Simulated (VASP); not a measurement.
# Al4Ru3 in VASP: single point with PBE

Aim: the single point of Al4Ru3 with PBE.

Everything below comes from runs of VASP 6.6.1. Logs are shortened: lines on timing, memory, paths and dates and some standing lists are left out, and cuts for length are marked.

### Step 1. The cell of the first run

The typed cell holds 7 atoms: a = 3.073 Å, b = 3.074 Å, c = 10.423 Å, α = 98.48°, β = 98.48°, γ = 90.00°.

### Step 2. Single point, PBE

INCAR

```
SYSTEM = Al4Ru3
  PREC = Accurate
  ENCUT = 520
  EDIFF = 1E-6
  ISMEAR = 0
  SIGMA = 0.2
  LREAL = .False.
  LASPH = .True.
  NELM = 80
  ALGO = Fast
  ISIF = 2
  LWAVE = .False.
  LCHARG = .True.
  GGA = PE
  LELF = .True.
  LVHAR = .True.
  NBANDS = 36
```

KPOINTS

```
Automatic mesh
0
Gamma
  8 8 8
  0 0 0
```

POSCAR

```
Al4Ru3
1.0
    0.0000423271     -3.0731565776      0.0000545460
    3.0735888684     -0.0000457249      0.0000300946
   -1.5366960874      1.5365630077     10.1941794574
Al Ru
4 3
Direct
    0.2897040005      0.2897062256      0.5794163339
    0.7102829875      0.7102934715      0.4205704941
    0.4282444870      0.4282511688      0.8565004763
    0.5717606589      0.5717536420      0.1435084669
    0.8523877139      0.8523791512      0.7047788740
    0.1476085419      0.1476226413      0.2952154035
    0.0000116101     -0.0000063004      0.0000099512
```

Potentials or basis: VASP PAW PBE potentials, release 64 (Al, Ru_pv).

Started as:

```
> cat potpaw_PBE.64/Al/POTCAR potpaw_PBE.64/Ru_pv/POTCAR > POTCAR
> mpirun -np 1 vasp_std > vasp.out
```

OUTCAR:

```text
SYSTEM = Al4Ru3
   PREC = Accurate
   ENCUT = 520
   EDIFF = 1E-6
   ISMEAR = 0
   LREAL = .False.
   LASPH = .True.
   NELM = 80
   ISIF = 2
   GGA = PE

 ion  position               nearest neighbor table
   1  0.290  0.290  0.579-   5 2.52   5 2.52   5 2.52   5 2.52   2 2.71   2 2.71   2 2.71   2 2.71
                             3 2.82   6 2.90
   2  0.710  0.710  0.421-   6 2.52   6 2.52   6 2.52   6 2.52   1 2.71   1 2.71   1 2.71   1 2.71
                             4 2.82   5 2.90
   3  0.428  0.428  0.857-   7 2.62   7 2.62   7 2.62   7 2.62   5 2.67   5 2.67   5 2.67   5 2.67
                             1 2.82   4 2.93
   4  0.572  0.572  0.144-   7 2.62   7 2.62   7 2.62   7 2.62   6 2.67   6 2.67   6 2.67   6 2.67
                             2 2.82   3 2.93
   5  0.852  0.852  0.705-   1 2.52   1 2.52   1 2.52   1 2.52   3 2.67   3 2.67   3 2.67   3 2.67
                             2 2.90   7 3.01
   6  0.148  0.148  0.295-   2 2.52   2 2.52   2 2.52   2 2.52   4 2.67   4 2.67   4 2.67   4 2.67
                             1 2.90   7 3.01
   7  0.000  1.000  0.000-   4 2.62   4 2.62   3 2.62   4 2.62   3 2.62   3 2.62   4 2.62   3 2.62
                             6 3.01   5 3.01

  LATTYP: Found a base centered monoclinic cell.
 ALAT       =    22.3758614026
 B/A-ratio  =     0.1373618121
 C/A-ratio  =     0.1373424926
 COS(beta)  =    -0.4120078955

  Lattice vectors:

 A1 = (   1.5368504539,   4.6096738604,  10.1941550060)
 A2 = (  -1.5367384145,   4.6097195853,  10.1941249114)
 A3 = (   0.0000423271,  -3.0731565776,   0.0000545460)

Analysis of symmetry for initial positions (statically):
=====================================================================
 Subroutine PRICEL returns:
 Original cell was already a primitive cell.

 Routine SETGRP: Setting up the symmetry group for a
 base centered monoclinic supercell.

 Subroutine GETGRP returns: Found  1 space group operations
 (whereof  1 operations were pure point group operations)
 out of a pool of  4 trial point group operations.

The static configuration has the point symmetry C_1 .

Analysis of symmetry for dynamics (positions and initial velocities):
=====================================================================
 Subroutine PRICEL returns:
 Original cell was already a primitive cell.

 Routine SETGRP: Setting up the symmetry group for a
 base centered monoclinic supercell.

 Subroutine GETGRP returns: Found  1 space group operations
 (whereof  1 operations were pure point group operations)
 out of a pool of  4 trial point group operations.

The dynamic configuration has the point symmetry C_1 .

 Subroutine INISYM returns: Found  1 space group operations
 (whereof  1 operations are pure point group operations),
 and found     1 'primitive' translations

----------------------------------------------------------------------------------------

                                     Primitive cell

  volume of cell :      96.2907

  direct lattice vectors                    reciprocal lattice vectors
     0.000042327 -3.073156578  0.000054546    -0.000005321 -0.325397454  0.049046175
     3.073588868 -0.000045725  0.000030095     0.325352078  0.000005352  0.049043579
    -1.536696087  1.536563008 10.194179457    -0.000000960  0.000001741  0.098094786

  length of vectors
     3.073156578  3.073588869 10.423231531     0.329072986  0.329027730  0.098094786

  position of ions in fractional coordinates (direct lattice)
     0.289704001  0.289706226  0.579416334
     0.710282988  0.710293472  0.420570494
     0.428244487  0.428251169  0.856500476
     0.571760659  0.571753642  0.143508467
     0.852387714  0.852379151  0.704778874
     0.147608542  0.147622641  0.295215404
     0.000011610  0.999993700  0.000009951

  ion indices of the primitive-cell ions
   primitive index   ion index
                 1           1
                 2           2
                 3           3
                 4           4
                 5           5
                 6           6
                 7           7

----------------------------------------------------------------------------------------

 KPOINTS: Automatic mesh

Automatic generation of k-mesh.
 Grid dimensions read from file:
 generate k-points for:    8    8    8

 Generating k-lattice:

  Cartesian coordinates                     Fractional coordinates (reciprocal lattice)
    -0.000000665 -0.040674682  0.006130772     0.125000000 -0.000000000  0.000000000
     0.040669010  0.000000669  0.006130447    -0.000000000  0.125000000 -0.000000000
    -0.000000120  0.000000218  0.012261848     0.000000000  0.000000000  0.125000000

  Length of vectors
     0.041134123  0.041128466  0.012261848

  Shift w.r.t. Gamma in fractional coordinates (k-lattice)
     0.000000000  0.000000000  0.000000000

 Subroutine IBZKPT returns following result:
 ===========================================

 Found    260 irreducible k-points:

 Following reciprocal coordinates:
            Coordinates               Weight
  0.000000  0.000000  0.000000      1.000000
  0.125000  0.000000  0.000000      2.000000
 -0.125000 -0.000000  0.125000      2.000000
  0.250000  0.000000  0.000000      2.000000
 -0.250000 -0.000000  0.250000      2.000000
  0.375000 -0.000000  0.000000      2.000000
[... 16 lines left out ...]
  0.250000 -0.125000 -0.125000      2.000000
 -0.125000  0.125000 -0.000000      2.000000
 [... further k-points ...]
   k-points           NKPTS =    260   k-points in BZ     NKDIM =    260   number of bands    NBANDS=     36
   number of dos      NEDOS =    301   number of ions     NIONS =      7
   total plane-waves  NPLWV =  46080
   dimension x,y,z NGX =    24 NGY =   24 NGZ =   80
   dimension x,y,z NGXF=    48 NGYF=   48 NGZF=  160
   ions per type =               4   3
   NGX,Y,Z   is equivalent  to a cutoff of  12.98, 12.98, 12.76 a.u.
   NGXF,Y,Z  is equivalent  to a cutoff of  25.97, 25.96, 25.52 a.u.
 SYSTEM =  Al4Ru3
   PREC   = accura    normal or accurate (medium, high low for compatibility)
   ISTART =      0    job   : 0-new  1-cont  2-samecut
   ICHARG =      2    charge: 1-file 2-atom 10-const
   ISPIN  =      1    spin polarized calculation?
   LNONCOLLINEAR =      F non collinear calculations
   LSORBIT =      F    spin-orbit coupling
   LASPH  =      T    aspherical Exc in radial PAW
   ENCUT  =  520.0 eV  38.22 Ry    6.18 a.u.   5.71  5.71 19.38*2*pi/ulx,y,z
   NELM   =     80;   NELMIN=  2; NELMDL= -5     # of ELM steps
   EDIFF  = 0.1E-05   stopping-criterion for ELM
   LREAL  =      F    real-space projection
   EDIFFG = 0.1E-04   stopping-criterion for IOM
   NSW    =      0    number of steps for IOM
   IBRION =     -1    ionic relax: 0-MD 1-quasi-New 2-CG
   NFREE  =      0    steps in history (QN), initial steepest desc. (CG)
   ISIF   =      2    stress and relaxation
   ISYM   =      2    0-nonsym 1-usesym 2-fastsym
   POTIM  = 0.5000    time-step for ionic-motion
   TEBEG  =    0.0;   TEEND  =   0.0 temperature during run
   PSTRESS=    0.0 pullay stress
   NELECT =      54.0000    total number of electrons
   NUPDOWN=      -1.0000    fix difference up-down
   EMIN   =  10.00;   EMAX   =-10.00  energy-range for DOS
   EFERMI =   0.00;   METHOD = LEGACY
   ISMEAR =     0;   SIGMA  =   0.20  broadening in eV -4-tet -1-fermi 0-gaus
   EFERMI_NEDOS =   21; number of points for ismear=-14 and -15
   IALGO  =     68    algorithm
   IMIX   =      4    mixing-type and parameters
     AMIX     =   0.40;   BMIX     =  1.00
     AMIX_MAG =   1.60;   BMIX_MAG =  1.00
  volume/ion in A,a.u.               =      13.76        92.83
  Fermi-wavevector in a.u.,A,eV,Ry     =   1.350034  2.551194 24.797851  1.822591
  Thomas-Fermi vector in A             =   2.477571
   LORBIT       =      0    0 simple, 1 ext, 2 COOP (PROOUT), +10 PAW based schemes
   GGA     = PE    functional components
   LHFCALC =     F    Hartree Fock is set to
   AEXX    =    0.0000 exact exchange contribution
   IVDW    =     0    specifies the selected vdW correction
   LEPSILON=     F    determine dielectric tensor
   LRPA    =     F    only Hartree local field effects (RPA)
 non-spin polarized calculation
 RMM-DIIS sequential band-by-band and
 Gauss-broadening in eV      SIGMA  =   0.20
  energy-cutoff  :      520.00
  volume of cell :       96.29
 maximum number of plane-waves:      2626
   NGX = 11   NGY = 11   NGZ = 39

 number of electron      54.0000009 magnetization

 Free energy of the ion-electron system (eV)
  ---------------------------------------------------
  ext. energy  EPLUGINS =         0.00000000
  ---------------------------------------------------
  free energy    TOTEN  =       -47.33253185 eV

  energy without entropy =      -47.24942404  energy(sigma->0) =      -47.29097794

 E-fermi :  10.1919     XC(G=0): -12.1960

 val. band max:       10.1911645603   @ k =   0.3750   0.3750   0.1250
 cond. band min:      10.1928519039   @ k =   0.3750  -0.3750   0.3750
 fundamental gap:      0.0016873436
 Fermi energy:        10.1918851312

 k-point     1 :       0.0000    0.0000    0.0000
  band No.  band energies     occupation
      1     -31.6721      2.00000
      2     -31.6448      2.00000
      3     -31.6018      2.00000
      4     -31.6015      2.00000
      5     -31.6015      2.00000
      6     -31.6012      2.00000
[... 28 lines left out ...]
     35      16.1259      0.00000
     36      16.2139      0.00000

 k-point     2 :       0.1250    0.0000    0.0000
  band No.  band energies     occupation
      1     -31.6695      2.00000
      2     -31.6422      2.00000
      3     -31.6246      2.00000
      4     -31.6243      2.00000
      5     -31.5998      2.00000
      6     -31.5995      2.00000
[... 28 lines left out ...]
     35      16.6102      0.00000
     36      16.7173      0.00000

 k-point     3 :      -0.1250   -0.0000    0.1250
  band No.  band energies     occupation
      1     -31.6695      2.00000
      2     -31.6422      2.00000
      3     -31.6246      2.00000
      4     -31.6243      2.00000
      5     -31.5998      2.00000
      6     -31.5995      2.00000
[... 28 lines left out ...]
     35      16.6102      0.00000
     36      16.7174      0.00000

 k-point     4 :       0.2500    0.0000    0.0000
  band No.  band energies     occupation
      1     -31.6802      2.00000
      2     -31.6797      2.00000
      3     -31.6633      2.00000
      4     -31.6361      2.00000
      5     -31.5950      2.00000
      6     -31.5946      2.00000
[... 28 lines left out ...]
     35      16.5382      0.00000
     36      16.9521      0.00000

 k-point     5 :      -0.2500   -0.0000    0.2500
  band No.  band energies     occupation
      1     -31.6802      2.00000
      2     -31.6797      2.00000
      3     -31.6633      2.00000
      4     -31.6361      2.00000
      5     -31.5950      2.00000
      6     -31.5946      2.00000
[... 655 lines left out ...]
 k-point    22 :      -0.2500    0.1250   -0.0000
  band No.  band energies     occupation
      1     -31.6778      2.00000
      2     -31.6774      2.00000
      3     -31.6608      2.00000
      4     -31.6339      2.00000
      5     -31.6176      2.00000
      6     -31.6173      2.00000
[... 28 lines left out ...]
     35      16.4962      0.00000
     36      16.6819      0.00000

 k-point    23 :       0.2500   -0.1250   -0.1250
  band No.  band energies     occupation
      1     -31.6778      2.00000
      2     -31.6774      2.00000
      3     -31.6608      2.00000
      4     -31.6339      2.00000
      5     -31.6176      2.00000
      6     -31.6173      2.00000
[... 28 lines left out ...]
     35      16.4961      0.00000
     36      16.6762      0.00000

 k-point    24 :      -0.1250    0.1250   -0.0000
  band No.  band energies     occupation
      1     -31.6669      2.00000
      2     -31.6399      2.00000
      3     -31.6234      2.00000
      4     -31.6231      2.00000
      5     -31.6219      2.00000
      6     -31.6216      2.00000
[... 28 lines left out ...]
     35      16.0017      0.00000
     36      17.0203      0.00000

 [... further k-points ...]

------------------------ aborting loop because EDIFF is reached ----------------------------------------

  FORCE on cell =-STRESS in cart. coord.  units (eV):
  Direction    XX          YY          ZZ          XY          YZ          ZX
  --------------------------------------------------------------------------------------
  -------------------------------------------------------------------------------------
  Total       -0.0241004     -0.0111603     -0.0569914      0.0022369      0.0017240     -0.0013195
  in kB       -0.4010057     -0.1856956     -0.9482766      0.0372189      0.0286849     -0.0219547
  external PRESSURE =      -0.5116593 kB  Pullay stress =       0.0000000 kB

 VOLUME and BASIS-vectors are now :
 -----------------------------------------------------------------------------
  energy-cutoff  :      520.00
  volume of cell :       96.29
      direct lattice vectors                 reciprocal lattice vectors
     0.000042327 -3.073156578  0.000054546    -0.000005321 -0.325397454  0.049046175
     3.073588868 -0.000045725  0.000030095     0.325352078  0.000005352  0.049043579
    -1.536696087  1.536563008 10.194179457    -0.000000960  0.000001741  0.098094786

 POSITION                                       TOTAL-FORCE (eV/Angst)
 -----------------------------------------------------------------------------------
      0.00006     -0.00001      5.90670         0.000024     -0.000108     -0.006229
      1.53689     -1.53661      4.28743        -0.000062     -0.000000      0.007206
      0.00011     -0.00001      8.73136        -0.000216     -0.000183     -0.007126
      1.53683     -1.53663      1.46300         0.000015      0.000069      0.006535
      1.53687     -1.53662      7.18471         0.000252      0.000126      0.003681
      0.00008     -0.00001      3.00949        -0.000268     -0.000045     -0.003029
      3.07355     -0.00007      0.00013         0.000256      0.000140     -0.001038
 -----------------------------------------------------------------------------------
    total drift:                                0.000002     -0.000004      0.000031

  FREE ENERGIE OF THE ION-ELECTRON SYSTEM (eV)
  ---------------------------------------------------
  free  energy   TOTEN  =       -47.3325318499 eV

  energy  without entropy=      -47.2494240384  energy(sigma->0) =      -47.29097794
```

It took 7 min on 1 thread of AMD EPYC 9R45 (Zen 5), shared host; peak memory 0.69 GiB.

What came out:

```
Free energy            : -47.3325 eV
Pressure               : -0.1 GPa
Largest force          : 0.007 eV/Å
Band gap on the k mesh : zero (bands 27 and 28 overlap by 1.62 eV)
```

Forces on the atoms (eV/Å):
```
Al   0.000  0.000 -0.006
Al   0.000  0.000  0.007
Al   0.000  0.000 -0.007
Al   0.000  0.000  0.007
Ru   0.000  0.000  0.004
Ru   0.000  0.000 -0.003
Ru   0.000  0.000 -0.001
```
